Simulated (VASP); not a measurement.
Input of a VASP 6.6.1 run:

Contents of INCAR:

```
ALGO = Normal
DIPOL = 0.5 0.5 0.401
EDIFF = 1E-6
ENCUT = 400
GGA = PE
GGA_COMPAT = False
IDIPOL = 3
ISIF = 2
ISMEAR = 0
IVDW = 12
LASPH = True
LCHARG = True
LDIPOL = True
LELF = True
LREAL = False
LVACPOTAV = True
LVHAR = True
LWAVE = False
NBANDS = 78
NELM = 120
NELMDL = -8
PREC = Accurate
SIGMA = 0.1
```

Contents of KPOINTS:

```
k-points
0
Gamma
  4 4 1
```

Contents of POSCAR:

```
Ta
1.0
    5.6896945745      0.0000000000      0.0000000000
   -1.8965648582      5.3642954887      0.0000000000
    0.0000000000      0.0000000000     25.6321161666
Ta
12
Direct
    0.2500000000      0.2500000000      0.3121084482
    0.2500000000      0.7500000000      0.3121084482
    0.7500000000      0.2500000000      0.3121084482
    0.7500000000      0.7500000000      0.3121084482
    0.5001029334      0.5001177755      0.4007115646
    0.5001790599     -0.0000061164      0.4006777347
    0.0001167621      0.5000046818      0.4006759535
    0.0000378664      0.0000437102      0.4007050525
    0.7485764795      0.7518872983      0.4893300416
    0.7519184020      0.2484844472      0.4891501480
    0.2516603887      0.7484918673      0.4891303894
    0.2488963596      0.2513635387      0.4892139480
```

Potentials or basis: VASP PAW PBE potentials, release 64 (Ta_pv).

Launch:

```console
$ cat potpaw_PBE.64/Ta_pv/POTCAR > POTCAR
$ mpirun -np 1 vasp_std > vasp.out
```

Task: Estimate the dispersion energy per atom.

Result: -0.427 eV.

Task: What does it give for the largest force?

Result: 0.038 eV/Å.

Task: Estimate the band gap on the k mesh.

Result: Zero (bands 66 and 67 overlap by 0.92 eV).

Forces in eV/Å, atoms in the order of the input:
```
Ta   0.018 -0.012 -0.008
Ta  -0.016  0.013 -0.003
Ta  -0.015  0.012 -0.003
Ta   0.016 -0.011 -0.003
Ta  -0.003  0.002 -0.007
Ta   0.001 -0.001 -0.013
Ta   0.008 -0.005 -0.013
Ta  -0.002  0.003 -0.007
Ta   0.025 -0.026 -0.012
Ta  -0.021  0.019  0.026
Ta  -0.013  0.006  0.030
Ta   0.001 -0.001  0.013
```

Caveat: spin-orbit coupling is left out, which moves the levels of the heavy elements.
